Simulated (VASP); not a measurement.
# Mg7Te in VASP: a series of runs

Mg7Te is run at these levels: PBE; tasks: single point, relaxation of cell and atoms.

All numbers are computed with VASP 6.6.1; they aren't measurements. Logs are shortened: lines on timing, memory, paths and dates and some standing lists are left out, and cuts for length are marked.

### Step 1. The cell of the first run

The typed cell holds 8 atoms: a = 6.448 Å, b = 6.448 Å, c = 6.457 Å, α = 59.93°, β = 59.91°, γ = 59.87°.

### Step 2. Single point, PBE

Contents of INCAR:

```
PREC = Accurate ; ENCUT = 520
EDIFF = 1E-6 ; ISMEAR = 0
SIGMA = 0.2 ; LREAL = False
LASPH = True ; NELM = 100
ALGO = Fast ; ISIF = 2
LWAVE = False ; LCHARG = False
GGA = PE ; NBANDS = 20
```

Contents of KPOINTS:

```
Automatic mesh
0
Gamma
  4 4 4
```

Contents of POSCAR:

```
Mg7Te
1.0
    0.0091175218      4.5595878678      4.5594409482
    4.5591684098      0.0084814548      4.5601048195
    4.5652245639      4.5662903530      0.0024287831
Mg Te
7 1
Direct
    0.5006326092      0.0005595878      0.4991884730
    0.4996512064      0.9991808186      0.0003135362
    0.4995375234      0.5000534340     -0.0012272649
    0.9983706048      0.5004126597      0.0007813893
    1.0008149029      0.5005622624      0.4997969068
    1.0004655416      0.0002099859      0.5003892166
    1.0000703308     -0.0000503597      0.0000452557
    0.5004572807      0.4990716113      0.5007124872
```

Potentials or basis: VASP PAW PBE potentials, release 64 (Mg, Te).

Command:

```console
$ cat potpaw_PBE.64/Mg/POTCAR potpaw_PBE.64/Te/POTCAR > POTCAR
$ mpirun -np 1 vasp_std > vasp.out
```

OUTCAR:

```text
PREC = Accurate
   ENCUT = 520
   EDIFF = 1E-6
   ISMEAR = 0
   LREAL = False
   LASPH = True
   NELM = 100
   ISIF = 2
   GGA = PE

 ion  position               nearest neighbor table
   1  0.501  0.001  0.499-   5 3.22   7 3.22   5 3.22   8 3.22   6 3.22   3 3.22   3 3.22   6 3.23
                             7 3.23   2 3.23   2 3.23   8 3.23
   2  0.500  0.999  0.000-   4 3.21   6 3.22   7 3.22   8 3.22   3 3.22   6 3.22   3 3.22   8 3.22
                             4 3.23   1 3.23   7 3.23   1 3.23
   3  0.500  0.500  0.999-   7 3.22   8 3.22   7 3.22   5 3.22   1 3.22   5 3.22   1 3.22   2 3.22
                             4 3.22   4 3.22   2 3.22   8 3.24
   4  0.998  0.500  0.001-   2 3.21   8 3.22   6 3.22   6 3.22   3 3.22   7 3.22   3 3.22   7 3.22
                             2 3.23   5 3.23   8 3.23   5 3.23
   5  0.001  0.501  0.500-   1 3.22   1 3.22   8 3.22   7 3.22   3 3.22   6 3.22   3 3.22   7 3.23
                             6 3.23   4 3.23   8 3.23   4 3.23
   6  0.000  0.000  0.500-   8 3.21   2 3.22   8 3.22   4 3.22   1 3.22   5 3.22   4 3.22   7 3.22
                             2 3.22   5 3.23   1 3.23   7 3.23
   7  0.000  1.000  0.000-   3 3.22   1 3.22   2 3.22   3 3.22   5 3.22   4 3.22   6 3.22   4 3.22
                             5 3.23   1 3.23   2 3.23   6 3.23
   8  0.500  0.499  0.501-   6 3.21   4 3.22   3 3.22   1 3.22   5 3.22   2 3.22   6 3.22   2 3.22
                             5 3.23   4 3.23   1 3.23   3 3.24

  Warning from LATTYP: Got some problem with cell dimensions!
  Tried to take original basis but could not verify dimensions!
  LATTYP: Found a triclinic cell.
 ALAT       =    11.1534160239
 B/A-ratio  =     0.5779058221
 C/A-ratio  =     0.5781308208
 COS(alpha) =     0.0000320152
 COS(beta)  =     0.2879360094
 COS(gamma) =     0.8661007560

  Lattice vectors:

 A1 = (   4.5439947339,  -9.1089153112,   4.5583399077)
 A2 = (  -0.0060561541,  -4.5578088982,   4.5576760364)
 A3 = (  -0.0091175218,  -4.5595878678,  -4.5594409482)

Analysis of symmetry for initial positions (statically):
=====================================================================
 Subroutine PRICEL returns:
 Original cell was already a primitive cell.

 Routine SETGRP: Setting up the symmetry group for a
 triclinic supercell.

 Subroutine GETGRP returns: Found  1 space group operations
 (whereof  1 operations were pure point group operations)
 out of a pool of  2 trial point group operations.

The static configuration has the point symmetry C_1 .

Analysis of symmetry for dynamics (positions and initial velocities):
=====================================================================
 Subroutine PRICEL returns:
 Original cell was already a primitive cell.

 Routine SETGRP: Setting up the symmetry group for a
 triclinic supercell.

 Subroutine GETGRP returns: Found  1 space group operations
 (whereof  1 operations were pure point group operations)
 out of a pool of  2 trial point group operations.

The dynamic configuration has the point symmetry C_1 .

 Subroutine INISYM returns: Found  1 space group operations
 (whereof  1 operations are pure point group operations),
 and found     1 'primitive' translations

----------------------------------------------------------------------------------------

                                     Primitive cell

  volume of cell :     189.4248

  direct lattice vectors                    reciprocal lattice vectors
     0.009117522  4.559587868  4.559440948    -0.109926146  0.109842140  0.109699274
     4.559168410  0.008481455  4.560104820     0.109851789 -0.109884481  0.109668351
     4.565224564  4.566290353  0.002428783     0.109560755  0.109519337 -0.109741955

  length of vectors
     6.448133560  6.448305552  6.456956621     0.190218254  0.190181918  0.189845571

  position of ions in fractional coordinates (direct lattice)
     0.500632609  0.000559588  0.499188473
     0.499651206  0.999180819  0.000313536
     0.499537523  0.500053434  0.998772735
     0.998370605  0.500412660  0.000781389
     0.000814903  0.500562262  0.499796907
     0.000465542  0.000209986  0.500389217
     0.000070331  0.999949640  0.000045256
     0.500457281  0.499071611  0.500712487

  ion indices of the primitive-cell ions
   primitive index   ion index
                 1           1
                 2           2
                 3           3
                 4           4
                 5           5
                 6           6
                 7           7
                 8           8

----------------------------------------------------------------------------------------

 KPOINTS: Automatic mesh

Automatic generation of k-mesh.
 Grid dimensions read from file:
 generate k-points for:    4    4    4

 Generating k-lattice:

  Cartesian coordinates                     Fractional coordinates (reciprocal lattice)
    -0.027481536  0.027460535  0.027424819     0.250000000 -0.000000000 -0.000000000
     0.027462947 -0.027471120  0.027417088     0.000000000  0.250000000  0.000000000
     0.027390189  0.027379834 -0.027435489     0.000000000  0.000000000  0.250000000

  Length of vectors
     0.047554563  0.047545479  0.047461393

  Shift w.r.t. Gamma in fractional coordinates (k-lattice)
     0.000000000  0.000000000  0.000000000

 Subroutine IBZKPT returns following result:
 ===========================================

 Found     36 irreducible k-points:

 Following reciprocal coordinates:
            Coordinates               Weight
  0.000000  0.000000  0.000000      1.000000
  0.250000 -0.000000  0.000000      2.000000
  0.500000 -0.000000  0.000000      1.000000
 -0.000000  0.250000 -0.000000      2.000000
  0.250000  0.250000 -0.000000      2.000000
  0.500000  0.250000  0.000000      2.000000
[... 16 lines left out ...]
  0.000000 -0.250000  0.250000      2.000000
  0.250000 -0.250000  0.250000      2.000000
 [... further k-points ...]
   k-points           NKPTS =     36   k-points in BZ     NKDIM =     36   number of bands    NBANDS=     20
   number of dos      NEDOS =    301   number of ions     NIONS =      8
   total plane-waves  NPLWV = 110592
   dimension x,y,z NGX =    48 NGY =   48 NGZ =   48
   dimension x,y,z NGXF=    96 NGYF=   96 NGZF=   96
   ions per type =               7   1
   NGX,Y,Z   is equivalent  to a cutoff of  12.38, 12.38, 12.36 a.u.
   NGXF,Y,Z  is equivalent  to a cutoff of  24.75, 24.75, 24.72 a.u.
 SYSTEM =  unknown system
   PREC   = accura    normal or accurate (medium, high low for compatibility)
   ISTART =      0    job   : 0-new  1-cont  2-samecut
   ICHARG =      2    charge: 1-file 2-atom 10-const
   ISPIN  =      1    spin polarized calculation?
   LNONCOLLINEAR =      F non collinear calculations
   LSORBIT =      F    spin-orbit coupling
   LASPH  =      T    aspherical Exc in radial PAW
   ENCUT  =  520.0 eV  38.22 Ry    6.18 a.u.  11.99 11.99 12.01*2*pi/ulx,y,z
   NELM   =    100;   NELMIN=  2; NELMDL= -5     # of ELM steps
   EDIFF  = 0.1E-05   stopping-criterion for ELM
   LREAL  =      F    real-space projection
   EDIFFG = 0.1E-04   stopping-criterion for IOM
   NSW    =      0    number of steps for IOM
   IBRION =     -1    ionic relax: 0-MD 1-quasi-New 2-CG
   NFREE  =      0    steps in history (QN), initial steepest desc. (CG)
   ISIF   =      2    stress and relaxation
   ISYM   =      2    0-nonsym 1-usesym 2-fastsym
   POTIM  = 0.5000    time-step for ionic-motion
   TEBEG  =    0.0;   TEEND  =   0.0 temperature during run
   PSTRESS=    0.0 pullay stress
   NELECT =      20.0000    total number of electrons
   NUPDOWN=      -1.0000    fix difference up-down
   EMIN   =  10.00;   EMAX   =-10.00  energy-range for DOS
   EFERMI =   0.00;   METHOD = LEGACY
   ISMEAR =     0;   SIGMA  =   0.20  broadening in eV -4-tet -1-fermi 0-gaus
   EFERMI_NEDOS =   21; number of points for ismear=-14 and -15
   IALGO  =     68    algorithm
   IMIX   =      4    mixing-type and parameters
     AMIX     =   0.40;   BMIX     =  1.00
     AMIX_MAG =   1.60;   BMIX_MAG =  1.00
  volume/ion in A,a.u.               =      23.68       159.79
  Fermi-wavevector in a.u.,A,eV,Ry     =   0.773759  1.462193  8.145854  0.598703
  Thomas-Fermi vector in A             =   1.875672
   LORBIT       =      0    0 simple, 1 ext, 2 COOP (PROOUT), +10 PAW based schemes
   GGA     = PE    functional components
   LHFCALC =     F    Hartree Fock is set to
   AEXX    =    0.0000 exact exchange contribution
   IVDW    =     0    specifies the selected vdW correction
   LEPSILON=     F    determine dielectric tensor
   LRPA    =     F    only Hartree local field effects (RPA)
 non-spin polarized calculation
 RMM-DIIS sequential band-by-band and
 Gauss-broadening in eV      SIGMA  =   0.20
  energy-cutoff  :      520.00
  volume of cell :      189.42
 maximum number of plane-waves:      5116
   NGX = 23   NGY = 23   NGZ = 25

 number of electron      20.0000000 magnetization

 Free energy of the ion-electron system (eV)
  ---------------------------------------------------
  ext. energy  EPLUGINS =         0.00000000
  ---------------------------------------------------
  free energy    TOTEN  =       -14.52950517 eV

  energy without entropy =      -14.46470705  energy(sigma->0) =      -14.49710611

 E-fermi :   3.6427     XC(G=0):  -8.7019

 val. band max:        3.6308297094   @ k =   0.5000  -0.0000   0.0000
 cond. band min:       3.6549211333   @ k =   0.2500  -0.2500   0.2500
 fundamental gap:      0.0240914239
 Fermi energy:         3.6427440700

 k-point     1 :       0.0000    0.0000    0.0000
  band No.  band energies     occupation
      1      -8.2554      2.00000
      2      -2.0117      2.00000
      3      -0.5265      2.00000
      4      -0.5260      2.00000
      5      -0.5256      2.00000
      6       1.7822      2.00000
[... 12 lines left out ...]
     19       9.2280      0.00000
     20       9.2301      0.00000

 k-point     2 :       0.2500   -0.0000    0.0000
  band No.  band energies     occupation
      1      -8.2160      2.00000
      2      -2.3045      2.00000
      3      -0.6276      2.00000
      4      -0.6269      2.00000
      5      -0.4661      2.00000
      6       1.2149      2.00000
[... 498 lines left out ...]
 k-point    24 :       0.2500   -0.2500    0.2500
  band No.  band energies     occupation
      1      -8.1634      2.00000
      2      -2.3008      2.00000
      3      -1.5360      2.00000
      4      -0.9748      2.00000
      5      -0.1066      2.00000
      6       0.9302      2.00000
[... 12 lines left out ...]
     19       7.6966      0.00000
     20       8.0624      0.00000

 [... further k-points ...]
[... 5 lines left out ...]
  --------------------------------------------------------------------------------------
  -------------------------------------------------------------------------------------
  Total       -0.1607258     -0.1731623     -0.1731260     -0.0750517     -0.0085782     -0.0153309
  in kB       -1.3594378     -1.4646271     -1.4643195     -0.6347958     -0.0725556     -0.1296707
  external PRESSURE =      -1.4294615 kB  Pullay stress =       0.0000000 kB

 VOLUME and BASIS-vectors are now :
 -----------------------------------------------------------------------------
  energy-cutoff  :      520.00
  volume of cell :      189.42
      direct lattice vectors                 reciprocal lattice vectors
     0.009117522  4.559587868  4.559440948    -0.109926146  0.109842140  0.109699274
     4.559168410  0.008481455  4.560104820     0.109851789 -0.109884481  0.109668351
     4.565224564  4.566290353  0.002428783     0.109560755  0.109519337 -0.109741955

 POSITION                                       TOTAL-FORCE (eV/Angst)
 -----------------------------------------------------------------------------------
      2.28602      4.56212      2.28637         0.000166      0.000969     -0.003382
      4.56142      2.28811      6.83450         0.005665     -0.003406      0.003487
      6.84400      6.84261      4.56033         0.001656      0.004623      0.000643
      2.29414      4.55997      6.83395        -0.007575      0.007269      0.002359
      4.56384      2.29018      2.28755        -0.001552     -0.001344     -0.003743
      2.28535      2.28705      0.00430        -0.001131     -0.001372     -0.001935
      4.55915      0.00901      4.56020         0.001025     -0.002502      0.001658
      4.56578      4.57251      4.55884         0.001745     -0.004236      0.000912
 -----------------------------------------------------------------------------------
    total drift:                                0.000005     -0.000010     -0.000000

  FREE ENERGIE OF THE ION-ELECTRON SYSTEM (eV)
  ---------------------------------------------------
  free  energy   TOTEN  =       -14.5295051731 eV

  energy  without entropy=      -14.4647070498  energy(sigma->0) =      -14.49710611
```

Run time: 3.4 min. Hardware: 1 thread of Intel Xeon 8259CL, shared host; peak memory 0.4 GiB.

Results:

```yaml
Free_energy: -14.5295 eV
Pressure: -0.1 GPa
Largest_force: 0.011 eV/Å
Band_gap_on_the_k_mesh: zero (bands 10 and 11 overlap by 1.21 eV)
```

Forces in eV/Å, atoms in the order of the input:
```
Mg   0.000  0.001 -0.003
Mg   0.006 -0.003  0.003
Mg   0.002  0.005  0.001
Mg  -0.008  0.007  0.002
Mg  -0.002 -0.001 -0.004
Mg  -0.001 -0.001 -0.002
Mg   0.001 -0.003  0.002
Te   0.002 -0.004  0.001
```

Stress tensor (GPa, compression positive):
```
-0.14 -0.06 -0.01
-0.06 -0.15 -0.01
-0.01 -0.01 -0.15
```

Caveat: spin-orbit coupling is left out, which moves the levels of the heavy elements.

### Step 3. Relaxation of cell and atoms, PBE

This run uses another cell than the first one, of 23.47 Å³/atom.

Contents of INCAR:

```
SYSTEM = Mg7Te
PREC = Accurate
ENCUT = 600
EDIFF = 1E-7
ISMEAR = 0
SIGMA = 0.1
LREAL = .False.
LASPH = .True.
NELM = 80
ALGO = Normal
ISIF = 3
LWAVE = .False.
LCHARG = .False.
GGA = PE
IBRION = 2
NSW = 100
EDIFFG = -0.01
```

Contents of KPOINTS:

```
Automatic mesh
0
Gamma
  6 6 6
  0 0 0
```

Contents of POSCAR:

```
Mg7Te
1.0
    0.0000000000      4.5447394739      4.5447394739
    4.5447394739      0.0000000000      4.5447394739
    4.5447394739      4.5447394739      0.0000000000
Mg Te
7 1
Direct
    0.5000000000      0.0000000000      0.5000000000
    0.5000000000      0.0000000000      0.0000000000
    0.5000000000      0.5000000000      0.0000000000
    0.0000000000      0.5000000000      0.0000000000
    0.0000000000      0.5000000000      0.5000000000
    0.0000000000      0.0000000000      0.5000000000
    0.0000000000      0.0000000000      0.0000000000
    0.5000000000      0.5000000000      0.5000000000
```

Potentials or basis: VASP PAW PBE potentials, release 64 (Mg, Te).

Command:

```console
$ cat potpaw_PBE.64/Mg/POTCAR potpaw_PBE.64/Te/POTCAR > POTCAR
$ mpirun -np 1 vasp_std > vasp.out
```

It took 3.7 min on 1 thread of Intel Xeon 8259CL, shared host; peak memory 0.42 GiB.

Results (log left out):

* Free energy: -14.6404 eV
* Relaxed volume: 23.50 Å³/atom
* Relaxed cell: a = 6.430 Å, b = 6.430 Å, c = 6.430 Å, α = 60.00°, β = 60.00°, γ = 60.00°
* Space group after relaxing (to 0.1 Å): Fm-3m (No. 225)
* Energy gained by relaxing: 0.0 meV/atom
* Ionic steps: 2
* Pressure after relaxing: 0.0 GPa
* Band gap on the k mesh: zero (bands 10 and 11 overlap by 1.87 eV)

Final structure:
```
Mg Te
1.0
     0.00000    4.54694    4.54694
     4.54694    0.00000    4.54694
     4.54694    4.54694    0.00000
Mg Te
7 1
Direct
  0.50000 0.00000 0.50000
  0.50000 0.00000 0.00000
  0.50000 0.50000 0.00000
  0.00000 0.50000 0.00000
  0.00000 0.50000 0.50000
  0.00000 0.00000 0.50000
  0.00000 0.00000 0.00000
  0.50000 0.50000 0.50000
```

Levels at points of the mesh, in eV from the Fermi level:
| k point | band 6 | band 7 | band 8 | band 9 | band 10 | band 11 | band 12 | band 13 | band 14 | band 15 |
| --- | --- | --- | --- | --- | --- | --- | --- | --- | --- | --- |
| (0.00, 0.00, 0.00) | -1.71 | -1.44 | -1.44 | -1.44 | -0.74 | -0.74 | -0.74 | 0.17 | 0.55 | 0.55 |
| (0.50, 0.00, 0.00) | -2.27 | -2.00 | -2.00 | -1.20 | 0.13 | 0.71 | 0.71 | 1.22 | 1.22 | 3.40 |
| (0.50, 0.50, 0.00) | -3.33 | -1.15 | -0.58 | -0.58 | 0.06 | 1.25 | 1.25 | 1.69 | 2.31 | 2.86 |

Caveat: spin-orbit coupling is left out, which moves the levels of the heavy elements.

The gap in the log of VASP goes by the Fermi energy; the results here count the filled bands.